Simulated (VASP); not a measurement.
Here is a VASP 6.6.1 calculation.

POSCAR

```
LiF
1.0
    3.0609398200      0.0000000000      0.0000000000
   -1.5304699100      2.6508516400      0.0000000000
    0.0000000000      0.0000000000      4.8073245700
Li F
2 2
Direct
    0.3333333300      0.6666666700      0.3811542600
    0.6666666700      0.3333333300      0.8811542600
    0.3333333300      0.6666666700      0.9938437400
    0.6666666700      0.3333333300      0.4938437400
```

File INCAR.step1:

```
SYSTEM = LiF
ALGO = Normal ; EDIFF = 1E-4
ENCUT = 600 ; GGA = PE
ISMEAR = 0 ; LASPH = .TRUE.
LCHARG = .FALSE. ; LREAL = .FALSE.
LWAVE = .TRUE. ; NELM = 80
PREC = Accurate ; SIGMA = 0.01
```

The input INCAR.step2:

```
SYSTEM = LiF
ALGO = Normal ; EDIFF = 1E-6
EDIFFG = -0.01 ; ENCUT = 600
IBRION = 2 ; ISIF = 3
ISMEAR = 0 ; ISTART = 1
IVDW = 13 ; LASPH = .TRUE.
LCHARG = .FALSE. ; LMIXTAU = .TRUE.
LREAL = .FALSE. ; LWAVE = .FALSE.
METAGGA = R2SCAN ; NELM = 80
NSW = 80 ; PREC = Accurate
SIGMA = 0.01 ; VDW_A1 = 0.51559235
VDW_A2 = 5.77342911 ; VDW_S6 = 1.0
VDW_S8 = 0.6018749
```

KPOINTS

```
k-points
0
G
  6 6 4
  0 0 0
```

Potentials or basis: VASP PAW PBE potentials, release 64 (Li_sv, F).

Launch:

```sh
$ cat potpaw_PBE.64/Li_sv/POTCAR potpaw_PBE.64/F/POTCAR > POTCAR
$ cp INCAR.step1 INCAR
$ mpirun -np 1 vasp_std > vasp.out
$ cp INCAR.step2 INCAR
$ mpirun -np 1 vasp_std > vasp.out
```

(1) Estimate the space group after relaxing (to 0.1 Å).

(2) What does it give for the relaxed volume?

Answers

(1) P6_3mc (No. 186).

(2) 9.70 Å³/atom.

Caveat: the cutoff is under 1.25 times the usual one of these potentials, so pressure, stress and relaxed cells hold a basis-set (Pulay) error; the PAW data sets were made with another functional, which shifts forces and pressure a little.
